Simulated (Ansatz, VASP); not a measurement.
**Al: VASP beside Ansatz**

```xyz
4
Lattice="-1.6175 1.6175 -1.6175 -1.6175 -1.6175 1.6175 -0.3235 6.4698 6.4698" Properties=species:S:1:pos:R:3 pbc="T T T"
Al    0.0000    5.6611    5.6611
Al   -1.6175    0.8087    0.8087
Al    0.0000    2.4262    2.4262
Al   -1.6175    4.0437    4.0437
```

Alike in both runs: task single point; functional PBE; k mesh 16 × 16 × 5; occupations gaussian, width 0.15 eV; no spin polarisation.

```csv
,VASP,Ansatz
version,VASP 6.6.1,Ansatz 0.2.0
potentials or method,"VASP PAW PBE potentials, release 64 (Al), cutoff 520 eV","scalar-relativistic, plane waves, PAW"
valence electrons in the cell,12,12
```

|  | VASP | Ansatz | Ansatz less VASP |
| --- | --- | --- | --- |
| gap on the k mesh at the Fermi level (eV) | none | none | - |
| pressure (GPa) | 0.4 | 0.4 | 0.00 |
| traceless stress, the component that is largest in VASP (GPa) | 0.92 | 0.92 | +0.001 |
| rms of the force components (eV/Å) | 0.147 | 0.148 | +0.0001 |

Atom by atom the forces differ by 0.000 eV/Å (rms over components). A gap of «none» marks a metal or a gap that the smearing closes.
